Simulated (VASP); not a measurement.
# AlSn: relaxation of cell and atoms with PBE

Crystal: AlSn.

```xyz
6
Lattice="9.1350 0.0000 0.0000 -4.5675 7.9111 0.0000 0.0000 0.0000 3.0675" Properties=species:S:1:pos:R:3 pbc="T T T"
Al    0.0000    0.0000    0.0000
Al    0.0000    5.2741    0.0000
Al    4.5675    2.6370    0.0000
Sn    4.5675    0.0000    0.0000
Sn   -2.2837    3.9556    0.0000
Sn    2.2837    3.9556    0.0000
```

The cell was built from a structure type or drawn by symmetry, and may not be a known phase.

| Property | Result |
| --- | --- |
| Program | VASP 6.6.1 |
| Task | relaxation of cell and atoms |
| Functional | PBE |
| Potentials or basis | VASP PAW PBE potentials, release 64 (Al, Sn_d) |
| Cutoff | 600 eV |
| k mesh | 6 × 6 × 12 |
| Occupations | gaussian, width 0.1 eV |
| Spin | no spin polarisation |
| Dipole correction | no |
| Further INCAR settings | ALGO = Fast; EDIFF = 1e-06; IBRION = 2; EDIFFG = -0.01; NSW = 100; ISIF = 3 |

- Relaxed volume: 36.86 Å³/atom
- Relaxed cell: a = 9.296 Å, b = 9.296 Å, c = 2.955 Å, α = 90.00°, β = 90.00°, γ = 120.00°
- Space group after relaxing (to 0.1 Å): P6/mmm (No. 191)
- Energy gained by relaxing: 13.3 meV/atom
- Ionic steps: 6
- Pressure after relaxing: 0.0 GPa
- Band gap on the k mesh: zero (an odd number of electrons rules out a gap without spin polarisation)

Step by step:
| step | energy change (eV) | largest force (eV/Å) | pressure (GPa) | volume (Å³) |
| --- | --- | --- | --- | --- |
| 1 | 0.0000 | 0.0000 | -0.18 | 221.68 |
| 2 | -0.0682 | 0.0000 | 0.05 | 220.25 |
| 3 | -0.0764 | 0.0000 | 0.30 | 219.10 |
| 4 | -0.0784 | 0.0000 | 0.20 | 219.50 |
| 5 | -0.0784 | 0.0000 | 0.22 | 219.45 |
| 6 | -0.0797 | 0.0000 | 0.01 | 221.18 |

Final structure:
```xyz
6
Lattice="9.2960 0.0000 0.0000 -4.6480 8.0506 0.0000 0.0000 0.0000 2.9554" Properties=species:S:1:pos:R:3 pbc="T T T"
Al    9.2960    0.0000    0.0000
Al    0.0000    5.3671    0.0000
Al    4.6480    2.6835    0.0000
Sn    4.6480    0.0000    0.0000
Sn    6.9720    4.0253    0.0000
Sn    2.3240    4.0253    0.0000
```

Levels at points of the mesh, in eV from the Fermi level:
```
           k point  band 22  band 23  band 24  band 25  band 26  band 27  band 28  band 29  band 30
(0.00, 0.00, 0.00)    -3.25    -2.63    -1.36    -1.36    -0.04     0.97     0.97     1.73     1.73
(0.50, 0.00, 0.00)    -2.96    -1.72    -1.69    -0.55    -0.53     0.02     0.66     1.47     3.47
(0.00, 0.00, 0.50)    -2.68    -1.71    -1.49    -1.19    -0.49    -0.49     1.11     1.63     1.63
(0.50, 0.00, 0.50)    -2.61    -1.74    -1.62    -1.21    -0.55    -0.30     0.21     1.46     1.50
```

It took 18 min on 1 thread of Intel(R) Xeon(R) 6975P-C (Granite Rapids), on a shared host, peak memory 0.68 GiB.

Caveat: spin-orbit coupling is left out, which moves the levels of the heavy elements.
